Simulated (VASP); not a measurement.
# LiF (P6_3mc) in VASP: further runs

The runs below take LiF through single point, with LDA.

Everything below comes from runs of VASP 6.6.1. Logs are shortened: lines on timing, memory, paths and dates and some standing lists are left out, and cuts for length are marked.

### Step 1. The cell of the first run

The structure is hexagonal, space group P6_3mc (No. 186). The conventional cell has a = 2.906 Å, b = 2.906 Å, c = 4.578 Å, α = 90.00°, β = 90.00°, γ = 120.00°. Li (site symmetry 3m) has 4 F at 1.75 to 1.80 Å within 2.3 Å. F (site symmetry 3m) has 4 Li at 1.75 to 1.80 Å within 2.3 Å.

### Step 2. Single point, LDA (8.37 Å³/atom)

The input, INCAR:

```
SYSTEM = LiF
  ALGO = Normal
  EDIFF = 1E-6
  ENCUT = 520
  ISIF = 2
  ISMEAR = 0
  LASPH = .True.
  LCHARG = .False.
  LREAL = .False.
  LWAVE = .False.
  NBANDS = 18
  NELM = 80
  PREC = Accurate
  SIGMA = 0.05
```

The input, KPOINTS:

```
k-points
0
Gamma
  9 9 6
  0 0 0
```

The input, POSCAR:

```
LiF
1.0
    2.9063649624      0.0000000000      0.0000000000
   -1.4531824812      2.5169858901      0.0000000000
    0.0000000000      0.0000000000      4.5778154523
Li F
2 2
Direct
    0.3333333333      0.6666666667      0.3839784076
    0.6666666667      0.3333333333      0.8839784076
    0.3333333333      0.6666666667      0.9910195924
    0.6666666667      0.3333333333      0.4910195924
```

Potentials or basis: VASP PAW LDA potentials, release 64 (Li_sv, F).

Started as:

```console
$ cat potpaw_LDA.64/Li_sv/POTCAR potpaw_LDA.64/F/POTCAR > POTCAR
$ mpirun -np 1 vasp_std > vasp.out
```

OUTCAR:

```text
SYSTEM = LiF
   EDIFF = 1E-6
   ENCUT = 520
   ISIF = 2
   ISMEAR = 0
   LASPH = .True.
   LREAL = .False.
   NELM = 80
   PREC = Accurate

 ion  position               nearest neighbor table
   1  0.333  0.667  0.384-   4 1.75   4 1.75   4 1.75   3 1.80
   2  0.667  0.333  0.884-   3 1.75   3 1.75   3 1.75   4 1.80
   3  0.333  0.667  0.991-   2 1.75   2 1.75   2 1.75   1 1.80
   4  0.667  0.333  0.491-   1 1.75   1 1.75   1 1.75   2 1.80

  LATTYP: Found a hexagonal cell.
 ALAT       =     2.9063649624
 C/A-ratio  =     1.5751000000

  Lattice vectors:

 A1 = (   2.9063649624,   0.0000000000,   0.0000000000)
 A2 = (  -1.4531824812,   2.5169858901,   0.0000000000)
 A3 = (   0.0000000000,   0.0000000000,   4.5778154523)

Analysis of symmetry for initial positions (statically):
=====================================================================
 Subroutine PRICEL returns:
 Original cell was already a primitive cell.

 Routine SETGRP: Setting up the symmetry group for a
 hexagonal supercell.

 Subroutine GETGRP returns: Found 12 space group operations
 (whereof  6 operations were pure point group operations)
 out of a pool of 24 trial point group operations.

The static configuration has the point symmetry C_3v.
 The point group associated with its full space group is C_6v.

Analysis of symmetry for dynamics (positions and initial velocities):
=====================================================================
 Subroutine PRICEL returns:
 Original cell was already a primitive cell.

 Routine SETGRP: Setting up the symmetry group for a
 hexagonal supercell.

 Subroutine GETGRP returns: Found 12 space group operations
 (whereof  6 operations were pure point group operations)
 out of a pool of 24 trial point group operations.

The dynamic configuration has the point symmetry C_3v.
 The point group associated with its full space group is C_6v.

 Subroutine INISYM returns: Found 12 space group operations
 (whereof  6 operations are pure point group operations),
 and found     1 'primitive' translations

----------------------------------------------------------------------------------------

                                     Primitive cell

  volume of cell :      33.4880

  direct lattice vectors                    reciprocal lattice vectors
     2.906364962  0.000000000  0.000000000     0.344072411  0.198650299  0.000000000
    -1.453182481  2.516985890  0.000000000     0.000000000  0.397300598  0.000000000
     0.000000000  0.000000000  4.577815452     0.000000000  0.000000000  0.218444804

  length of vectors
     2.906364962  2.906364962  4.577815452     0.397300598  0.397300598  0.218444804

  position of ions in fractional coordinates (direct lattice)
     0.333333333  0.666666667  0.383978408
     0.666666667  0.333333333  0.883978408
     0.333333333  0.666666667  0.991019592
     0.666666667  0.333333333  0.491019592

  ion indices of the primitive-cell ions
   primitive index   ion index
                 1           1
                 2           2
                 3           3
                 4           4

----------------------------------------------------------------------------------------

 KPOINTS: k-points

Automatic generation of k-mesh.
 Grid dimensions read from file:
 generate k-points for:    9    9    6

 Generating k-lattice:

  Cartesian coordinates                     Fractional coordinates (reciprocal lattice)
     0.038230268  0.022072255  0.000000000     0.111111111 -0.000000000  0.000000000
     0.000000000  0.044144511  0.000000000     0.000000000  0.111111111  0.000000000
     0.000000000  0.000000000  0.036407467     0.000000000  0.000000000  0.166666667

  Length of vectors
     0.044144511  0.044144511  0.036407467

  Shift w.r.t. Gamma in fractional coordinates (k-lattice)
     0.000000000  0.000000000  0.000000000

 Subroutine IBZKPT returns following result:
 ===========================================

 Found     48 irreducible k-points:

 Following reciprocal coordinates:
            Coordinates               Weight
  0.000000  0.000000  0.000000      1.000000
  0.111111  0.000000  0.000000      6.000000
  0.222222  0.000000  0.000000      6.000000
  0.333333  0.000000  0.000000      6.000000
  0.444444  0.000000  0.000000      6.000000
  0.111111  0.111111  0.000000      6.000000
[... 16 lines left out ...]
  0.333333  0.222222  0.166667     24.000000
  0.333333  0.333333  0.166667      4.000000
 [... further k-points ...]
   k-points           NKPTS =     48   k-points in BZ     NKDIM =     48   number of bands    NBANDS=     18
   number of dos      NEDOS =    301   number of ions     NIONS =      4
   total plane-waves  NPLWV =  20736
   dimension x,y,z NGX =    24 NGY =   24 NGZ =   36
   dimension x,y,z NGXF=    48 NGYF=   48 NGZF=   72
   ions per type =               2   2
   NGX,Y,Z   is equivalent  to a cutoff of  13.73, 13.73, 13.07 a.u.
   NGXF,Y,Z  is equivalent  to a cutoff of  27.46, 27.46, 26.15 a.u.
 SYSTEM =  LiF
   PREC   = accura    normal or accurate (medium, high low for compatibility)
   ISTART =      0    job   : 0-new  1-cont  2-samecut
   ICHARG =      2    charge: 1-file 2-atom 10-const
   ISPIN  =      1    spin polarized calculation?
   LNONCOLLINEAR =      F non collinear calculations
   LSORBIT =      F    spin-orbit coupling
   LASPH  =      T    aspherical Exc in radial PAW
   ENCUT  =  520.0 eV  38.22 Ry    6.18 a.u.   5.40  5.40  8.51*2*pi/ulx,y,z
   NELM   =     80;   NELMIN=  2; NELMDL= -5     # of ELM steps
   EDIFF  = 0.1E-05   stopping-criterion for ELM
   LREAL  =      F    real-space projection
   EDIFFG = 0.1E-04   stopping-criterion for IOM
   NSW    =      0    number of steps for IOM
   IBRION =     -1    ionic relax: 0-MD 1-quasi-New 2-CG
   NFREE  =      0    steps in history (QN), initial steepest desc. (CG)
   ISIF   =      2    stress and relaxation
   ISYM   =      2    0-nonsym 1-usesym 2-fastsym
   POTIM  = 0.5000    time-step for ionic-motion
   TEBEG  =    0.0;   TEEND  =   0.0 temperature during run
   PSTRESS=    0.0 pullay stress
   NELECT =      20.0000    total number of electrons
   NUPDOWN=      -1.0000    fix difference up-down
   EMIN   =  10.00;   EMAX   =-10.00  energy-range for DOS
   EFERMI =   0.00;   METHOD = LEGACY
   ISMEAR =     0;   SIGMA  =   0.05  broadening in eV -4-tet -1-fermi 0-gaus
   EFERMI_NEDOS =   21; number of points for ismear=-14 and -15
   IALGO  =     38    algorithm
   IMIX   =      4    mixing-type and parameters
     AMIX     =   0.40;   BMIX     =  1.00
     AMIX_MAG =   1.60;   BMIX_MAG =  1.00
  volume/ion in A,a.u.               =       8.37        56.50
  Fermi-wavevector in a.u.,A,eV,Ry     =   1.378653  2.605277 25.860392  1.900685
  Thomas-Fermi vector in A             =   2.503695
   LORBIT       =      0    0 simple, 1 ext, 2 COOP (PROOUT), +10 PAW based schemes
   GGA     = CA    functional components
   LHFCALC =     F    Hartree Fock is set to
   AEXX    =    0.0000 exact exchange contribution
   IVDW    =     0    specifies the selected vdW correction
   LEPSILON=     F    determine dielectric tensor
   LRPA    =     F    only Hartree local field effects (RPA)
 non-spin polarized calculation
 Gauss-broadening in eV      SIGMA  =   0.05
  energy-cutoff  :      520.00
  volume of cell :       33.49
 maximum number of plane-waves:       929
 NGX is ok and might be reduce to    24
   NGX = 11   NGY = 11   NGZ = 17

 number of electron      19.9999982 magnetization

 Free energy of the ion-electron system (eV)
  ---------------------------------------------------
  ext. energy  EPLUGINS =         0.00000000
  ---------------------------------------------------
  free energy    TOTEN  =       -20.71261852 eV

  energy without entropy =      -20.71261852  energy(sigma->0) =      -20.71261852

 E-fermi :  -1.4642     XC(G=0): -10.3532

 val. band max:       -1.8389987826   @ k =   0.0000   0.0000   0.0000
 cond. band min:       6.6072434903   @ k =   0.0000   0.0000   0.0000
 fundamental gap:      8.4462422729
 Fermi energy:        -1.4641694931

 k-point     1 :       0.0000    0.0000    0.0000
  band No.  band energies     occupation
      1     -40.8208      2.00000
      2     -40.7234      2.00000
      3     -21.1818      2.00000
      4     -20.8549      2.00000
      5      -4.7071      2.00000
      6      -2.4772      2.00000
[... 10 lines left out ...]
     17      18.9160      0.00000
     18      19.4877      0.00000

 k-point     2 :       0.1111    0.0000    0.0000
  band No.  band energies     occupation
      1     -40.8112      2.00000
      2     -40.7192      2.00000
      3     -21.1640      2.00000
      4     -20.8532      2.00000
      5      -4.6318      2.00000
      6      -2.6360      2.00000
[... 10 lines left out ...]
     17      19.1698      0.00000
     18      19.5366      0.00000

 k-point     3 :       0.2222    0.0000    0.0000
  band No.  band energies     occupation
      1     -40.7864      2.00000
      2     -40.7094      2.00000
      3     -21.1151      2.00000
      4     -20.8528      2.00000
      5      -4.4389      2.00000
      6      -3.0937      2.00000
[... 10 lines left out ...]
     17      19.2542      0.00000
     18      19.6730      0.00000

 k-point     4 :       0.3333    0.0000    0.0000
  band No.  band energies     occupation
      1     -40.7558      2.00000
      2     -40.7005      2.00000
      3     -21.0479      2.00000
      4     -20.8620      2.00000
      5      -4.3174      2.00000
      6      -3.4767      2.00000
[... 375 lines left out ...]
      4     -20.8797      2.00000
      5      -4.1073      2.00000
      6      -3.9621      2.00000
[... 10 lines left out ...]
     17      19.4126      0.00000
     18      20.6428      0.00000

 k-point    23 :       0.3333    0.2222    0.1667
  band No.  band energies     occupation
      1     -40.7189      2.00000
      2     -40.7003      2.00000
      3     -20.9559      2.00000
      4     -20.8965      2.00000
      5      -4.4454      2.00000
      6      -3.6760      2.00000
[... 10 lines left out ...]
     17      18.6037      0.00000
     18      21.1262      0.00000

 k-point    24 :       0.3333    0.3333    0.1667
  band No.  band energies     occupation
      1     -40.7062      2.00000
      2     -40.7062      2.00000
      3     -20.9201      2.00000
      4     -20.9201      2.00000
      5      -4.5439      2.00000
      6      -3.3973      2.00000
[... 10 lines left out ...]
     17      17.7836      0.00000
     18      21.2179      0.00000

 [... further k-points ...]

------------------------ aborting loop because EDIFF is reached ----------------------------------------

  FORCE on cell =-STRESS in cart. coord.  units (eV):
  Direction    XX          YY          ZZ          XY          YZ          ZX
  --------------------------------------------------------------------------------------
  -------------------------------------------------------------------------------------
  Total        2.0124130      2.0124130      1.1043488      0.0000000      0.0000000      0.0000000
  in kB       96.2805309     96.2805309     52.8357224      0.0000000      0.0000000      0.0000000
  external PRESSURE =      81.7989281 kB  Pullay stress =       0.0000000 kB

 VOLUME and BASIS-vectors are now :
 -----------------------------------------------------------------------------
  energy-cutoff  :      520.00
  volume of cell :       33.49
      direct lattice vectors                 reciprocal lattice vectors
     2.906364962  0.000000000  0.000000000     0.344072411  0.198650299  0.000000000
    -1.453182481  2.516985890  0.000000000     0.000000000  0.397300598  0.000000000
     0.000000000  0.000000000  4.577815452     0.000000000  0.000000000  0.218444804

 POSITION                                       TOTAL-FORCE (eV/Angst)
 -----------------------------------------------------------------------------------
     -0.00000      1.67799      1.75778        -0.000000      0.000000     -0.130097
      1.45318      0.83900      4.04669         0.000000      0.000000     -0.130097
     -0.00000      1.67799      4.53670         0.000000      0.000000      0.130097
      1.45318      0.83900      2.24780        -0.000000      0.000000      0.130097
 -----------------------------------------------------------------------------------
    total drift:                                0.000000      0.000001     -0.000012

  FREE ENERGIE OF THE ION-ELECTRON SYSTEM (eV)
  ---------------------------------------------------
  free  energy   TOTEN  =       -20.7126185211 eV

  energy  without entropy=      -20.7126185211  energy(sigma->0) =      -20.71261852
```

It took 26 s on 1 thread of Intel Xeon 8259CL, shared host; peak memory 0.14 GiB.

What came out:

* Free energy: -20.7126 eV
* Largest force: 0.130 eV/Å
* Band gap on the k mesh: 8.45 eV

Forces on the atoms (eV/Å):
```
Li   0.000  0.000 -0.130
Li   0.000  0.000 -0.130
F    0.000  0.000  0.130
F    0.000  0.000  0.130
```

Caveat: the cutoff is under 1.25 times the usual one of these potentials, so pressure, stress and relaxed cells hold a basis-set (Pulay) error; an odd mesh through Γ misses points on the zone boundary, where band edges can lie.

(Part 1 of 2 ends here.)
